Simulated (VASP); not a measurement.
A run of VASP 6.6.1 is set up as follows.

File INCAR:

```
ALGO     = Normal         # electronic algorithm
EDIFF    = 1E-7           # SCF threshold, eV
ENCUT    = 520            # plane-wave cutoff, eV
GGA      = PS             # functional
ISIF     = 2              # what is computed and relaxed
ISMEAR   = 0              # smearing method
LASPH    = T              # aspherical terms in the spheres
LCHARG   = T              # write CHGCAR
LELF     = T              # ELF
LREAL    = F              # projectors in reciprocal space
LVHAR    = T            
LWAVE    = F              # write WAVECAR
NBANDS   = 12             # bands
NELM     = 60             # most SCF steps
PREC     = Accurate       # precision mode
SIGMA    = 0.1            # smearing width, eV
```

The input KPOINTS:

```
k-points
0
Gamma
  20 20 20
```

POSCAR

```
Ga
1.0
   -1.3735703094      1.3735703094      2.2077483153
    1.3735703094     -1.3735703094      2.2077483153
    1.3735703094      1.3735703094     -2.2077483153
Ga
1
Direct
    0.0000000000      0.0000000000      0.0000000000
```

Potentials or basis: VASP PAW PBE potentials, release 64 (Ga_d).

The run is started by

```console
$ cat potpaw_PBE.64/Ga_d/POTCAR > POTCAR
$ mpirun -np 1 vasp_std > vasp.out
```

Q: Estimate the band gap on the k mesh.

A: Zero (an odd number of electrons rules out a gap without spin polarisation).

Q: What does it give for the pressure?

A: 4.4 GPa.

Caveat: the cell stands under pressure; the PAW data sets were made with another functional, which shifts forces and pressure a little.
